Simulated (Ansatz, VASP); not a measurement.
# AlN in VASP and in Ansatz

```
Al N
1.0
     3.10669    0.07767    0.00000
    -1.48608    2.65164    0.00000
     0.00000    0.00000    4.97859
Al N
2 2
Cartesian
  0.0369 1.7937 -0.0165
  1.5837 0.9357 2.4728
  0.0199 1.7949 1.8835
  1.6007 0.9344 4.3728
```

Change from the starting cell: shear_xy strain +5.0%.

Alike in both runs: task single point; functional HSE06; k mesh 6 × 6 × 4; no spin polarisation.

```csv
,VASP,Ansatz
version,VASP 6.6.1,Ansatz 0.2.0
potentials or method,"VASP PAW PBE potentials, release 64 (Al, N)","plane waves, PAW"
plane-wave cutoff (eV),520,420
occupations,"gaussian, width 0.01 eV",fixed
valence electrons in the cell,16,16
```

|  | VASP | Ansatz | Ansatz less VASP |
| --- | --- | --- | --- |
| gap on the k mesh at the Fermi level (eV) | 5.57 | 5.58 | +0.007 |
| pressure (GPa) | -0.8 | -0.6 | +0.15 |
| traceless stress, the component that is largest in VASP (GPa) | -6.72 | -6.66 | +0.054 |
| rms of the force components (eV/Å) | 0.003 | 0.005 | +0.0015 |

Atom by atom the forces differ by 0.002 eV/Å (rms over components). Ansatz's warnings: stress exchange threshold loose, stress scf threshold loose.
